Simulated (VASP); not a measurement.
The system is CuO (Tenorite).

```
CELL_PARAMETERS angstrom
2.32613 -1.69981 0.00000
2.32613 1.69981 0.00000
-0.84432 0.00000 5.02392
ATOMIC_POSITIONS crystal
Cu 0.50000 0.00000 0.50000
Cu 0.00000 0.50000 0.00000
O 0.41840 0.58160 0.75000
O 0.58160 0.41840 0.25000
```

Base run:

```yaml
Program: VASP 6.6.1
Functional: SVWN5
Potentials_or_basis: VASP PAW PBE potentials, release 64 (Cu, O)
Cutoff: 520 eV
k_mesh: 10 × 10 × 5
Occupations: fermi-dirac, width 0.05 eV
Spin: no spin polarisation
```

Its results: band gap on the k mesh zero (band 17 reaches 5.80 eV, above the bottom of band 18 at 5.19 eV); pressure -5.6 GPa; largest force 0.371 eV/Å.

Task: The run is repeated on the same cell with these changes: functional from SVWN5 to BLYP. What comes out?

Result: Band gap on the k mesh zero (band 17 reaches 6.60 eV, above the bottom of band 18 at 6.00 eV); pressure 17.7 GPa; largest force 0.106 eV/Å.

BLYP binds less tightly than SVWN5, so the same cell stands under more pressure.

Caveats: the PAW data sets were made with another functional, which shifts forces and pressure a little; semilocal functionals often make such compounds metallic where correlation or magnetic order opens a gap, which also shifts bond lengths.
